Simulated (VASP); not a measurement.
# Li (Fm-3m) in VASP: relaxation of cell and atoms with LDA

Aim: the relaxation of cell and atoms of Li with LDA.

All numbers are computed with VASP 6.6.1; they aren't measurements. Logs are shortened: lines on timing, memory, paths and dates and some standing lists are left out, and cuts for length are marked.

## Step 1: The cell of the first run

Symmetry: Fm-3m, No. 225, cubic system. Conventional cell: a = 4.420 Å, b = 4.420 Å, c = 4.420 Å, α = 90.00°, β = 90.00°, γ = 90.00°. Within 4.1 Å of Li (site symmetry m-3m) lie 12 Li at 3.13 Å.

This isn't the form of Li at room conditions, which is bcc.

## Step 2: Relaxation of cell and atoms, LDA

Contents of INCAR:

```
PREC = Accurate
ENCUT = 750
EDIFF = 1E-7
ISMEAR = 1
SIGMA = 0.1
LREAL = False
LASPH = True
NELM = 120
ALGO = Normal
ISIF = 3
LWAVE = False
LCHARG = False
IBRION = 2
NSW = 80
EDIFFG = -0.02
GGA_COMPAT = False
NELMIN = 4
```

Contents of KPOINTS:

```
regular mesh
0
Gamma
  9 9 9
```

Contents of POSCAR:

```
Li
1.0
    0.0000000000      2.2100000000      2.2100000000
    2.2100000000      0.0000000000      2.2100000000
    2.2100000000      2.2100000000      0.0000000000
Li
1
Direct
    0.0000000000      0.0000000000      0.0000000000
```

Potentials or basis: VASP PAW LDA potentials, release 64 (Li_sv).

On the command line:

```
cat potpaw_LDA.64/Li_sv/POTCAR > POTCAR
mpirun -np 1 vasp_std > vasp.out
```

OUTCAR:

```text
PREC = Accurate
   ENCUT = 750
   EDIFF = 1E-7
   ISMEAR = 1
   LREAL = False
   LASPH = True
   NELM = 120
   ISIF = 3
   IBRION = 2
   NSW = 80
   EDIFFG = -0.02
   NELMIN = 4

 ion  position               nearest neighbor table
   1  0.000  0.000  0.000-

  LATTYP: Found a face centered cubic cell.
 ALAT       =     4.4200000000

  Lattice vectors:

 A1 = (   0.0000000000,   2.2100000000,   2.2100000000)
 A2 = (   2.2100000000,   0.0000000000,   2.2100000000)
 A3 = (   2.2100000000,   2.2100000000,   0.0000000000)

Analysis of symmetry for initial positions (statically):
=====================================================================
 Subroutine PRICEL returns:
 Original cell was already a primitive cell.

 Routine SETGRP: Setting up the symmetry group for a
 face centered cubic supercell.

 Subroutine GETGRP returns: Found 48 space group operations
 (whereof 48 operations were pure point group operations)
 out of a pool of 48 trial point group operations.

The static configuration has the point symmetry O_h .

Analysis of symmetry for dynamics (positions and initial velocities):
=====================================================================
 Subroutine PRICEL returns:
 Original cell was already a primitive cell.

 Routine SETGRP: Setting up the symmetry group for a
 face centered cubic supercell.

 Subroutine GETGRP returns: Found 48 space group operations
 (whereof 48 operations were pure point group operations)
 out of a pool of 48 trial point group operations.

The dynamic configuration has the point symmetry O_h .

 Subroutine INISYM returns: Found 48 space group operations
 (whereof 48 operations are pure point group operations),
 and found     1 'primitive' translations

----------------------------------------------------------------------------------------

                                     Primitive cell

  volume of cell :      21.5877

  direct lattice vectors                    reciprocal lattice vectors
     0.000000000  2.210000000  2.210000000    -0.226244344  0.226244344  0.226244344
     2.210000000  0.000000000  2.210000000     0.226244344 -0.226244344  0.226244344
     2.210000000  2.210000000  0.000000000     0.226244344  0.226244344 -0.226244344

  length of vectors
     3.125411973  3.125411973  3.125411973     0.391866699  0.391866699  0.391866699
[... 88 lines left out ...]
   TEBEG  =    0.0;   TEEND  =   0.0 temperature during run
   PSTRESS=    0.0 pullay stress
   NELECT =       3.0000    total number of electrons
   NUPDOWN=      -1.0000    fix difference up-down
   EMIN   =  10.00;   EMAX   =-10.00  energy-range for DOS
   EFERMI =   0.00;   METHOD = LEGACY
   ISMEAR =     1;   SIGMA  =   0.10  broadening in eV -4-tet -1-fermi 0-gaus
   EFERMI_NEDOS =   21; number of points for ismear=-14 and -15
   IALGO  =     38    algorithm
   IMIX   =      4    mixing-type and parameters
     AMIX     =   0.40;   BMIX     =  1.00
     AMIX_MAG =   1.60;   BMIX_MAG =  1.00
  volume/ion in A,a.u.               =      21.59       145.68
  Fermi-wavevector in a.u.,A,eV,Ry     =   0.847968  1.602428  9.783274  0.719050
  Thomas-Fermi vector in A             =   1.963558
   LORBIT       =      0    0 simple, 1 ext, 2 COOP (PROOUT), +10 PAW based schemes
   GGA     = CA    functional components
   LHFCALC =     F    Hartree Fock is set to
   AEXX    =    0.0000 exact exchange contribution
   IVDW    =     0    specifies the selected vdW correction
   LEPSILON=     F    determine dielectric tensor
   LRPA    =     F    only Hartree local field effects (RPA)
 conjugate gradient relaxation of ions
 non-spin polarized calculation
 Methfessel and Paxton  Order N= 1 SIGMA  =   0.10
  energy-cutoff  :      750.00
  volume of cell :       21.59
 maximum number of plane-waves:      1018
   NGX = 13   NGY = 13   NGZ = 13

--------------------------------------- Ionic step        1  -------------------------------------------

 number of electron       2.9999999 magnetization

 Free energy of the ion-electron system (eV)
  ---------------------------------------------------
  ext. energy  EPLUGINS =         0.00000000
  ---------------------------------------------------
  free energy    TOTEN  =        -2.02866446 eV

  energy without entropy =       -2.02689325  energy(sigma->0) =       -2.02807406

------------------------ aborting loop because EDIFF is reached ----------------------------------------

  FORCE on cell =-STRESS in cart. coord.  units (eV):
  Direction    XX          YY          ZZ          XY          YZ          ZX
  --------------------------------------------------------------------------------------
  -------------------------------------------------------------------------------------
  Total       -0.2279929     -0.2279929     -0.2279929      0.0000000      0.0000000     -0.0000000
  in kB      -16.9209618    -16.9209618    -16.9209618      0.0000000      0.0000000     -0.0000000
  external PRESSURE =     -16.9209618 kB  Pullay stress =       0.0000000 kB
[... 92 lines left out ...]
--------------------------------------- Ionic step        4  -------------------------------------------

 number of electron       3.0000002 magnetization

 Free energy of the ion-electron system (eV)
  ---------------------------------------------------
  ext. energy  EPLUGINS =         0.00000000
  ---------------------------------------------------
  free energy    TOTEN  =        -2.04508624 eV

  energy without entropy =       -2.04346306  energy(sigma->0) =       -2.04454518

 E-fermi :   1.0091     XC(G=0):  -7.3466

 val. band max:        1.0020498092   @ k =  -0.4444   0.1111   0.0000
 cond. band min:       1.0166691392   @ k =  -0.3333   0.2222   0.0000
 fundamental gap:      0.0146193300
 Fermi energy:         1.0090666314

 k-point     1 :       0.0000    0.0000    0.0000
  band No.  band energies     occupation
      1     -44.6622      2.00000
      2      -2.7725      2.00000
      3      15.7585      0.00000
      4      15.7585      0.00000
      5      15.7585      0.00000
[... 177 lines left out ...]
 k-point    24 :       0.4444    0.4444    0.0000
  band No.  band energies     occupation
      1     -44.6270      2.00000
      2       1.8713     -0.00000
      3       6.5937      0.00000
      4       9.6988      0.00000
      5       9.6988      0.00000

 [... further k-points ...]

------------------------ aborting loop because EDIFF is reached ----------------------------------------

  FORCE on cell =-STRESS in cart. coord.  units (eV):
  Direction    XX          YY          ZZ          XY          YZ          ZX
  --------------------------------------------------------------------------------------
  -------------------------------------------------------------------------------------
  Total        0.0049832      0.0049832      0.0049832      0.0000000      0.0000000     -0.0000000
  in kB        0.4263915      0.4263915      0.4263915      0.0000000      0.0000000     -0.0000000
  external PRESSURE =       0.4263915 kB  Pullay stress =       0.0000000 kB
[... 16 lines left out ...]
  FREE ENERGIE OF THE ION-ELECTRON SYSTEM (eV)
  ---------------------------------------------------
  free  energy   TOTEN  =        -2.0450862402 eV

  energy  without entropy=       -2.0434630609  energy(sigma->0) =       -2.04454518

 reached required accuracy - stopping structural energy minimisation
```

Wall time 10 s (1 thread of Intel Xeon Platinum 8488C (Sapphire Rapids), shared host); peak memory 0.13 GiB.

Results:

- Free energy: -2.0451 eV
- Relaxed volume: 18.72 Å³/atom
- Relaxed cell: a = 2.981 Å, b = 2.981 Å, c = 2.981 Å, α = 60.00°, β = 60.00°, γ = 60.00°
- Space group after relaxing (to 0.1 Å): Fm-3m (No. 225)
- Energy gained by relaxing: 16.4 meV/atom
- Ionic steps: 4
- Pressure after relaxing: 0.0 GPa
- Band gap on the k mesh: zero (an odd number of electrons rules out a gap without spin polarisation)

The path:
```
step  energy change (eV)  largest force (eV/Å)  pressure (GPa)  volume (Å³)
   1              0.0000                0.0000           -1.69        21.59
   2             -0.0067                0.0000           -1.36        20.88
   3             -0.0155                0.0000           -0.47        19.40
   4             -0.0164                0.0000            0.04        18.72
```

Final structure:
```xyz
1
Lattice="0.0000 2.1076 2.1076 2.1076 0.0000 2.1076 2.1076 2.1076 0.0000" Properties=species:S:1:pos:R:3 pbc="T T T"
Li    0.0000    0.0000    0.0000
```

Levels at points of the mesh, in eV from the Fermi level:
| k point | band 1 | band 2 | band 3 | band 4 | band 5 |
| --- | --- | --- | --- | --- | --- |
| (0.00, 0.00, 0.00) | -45.67 | -3.78 | 14.75 | 14.75 | 14.75 |
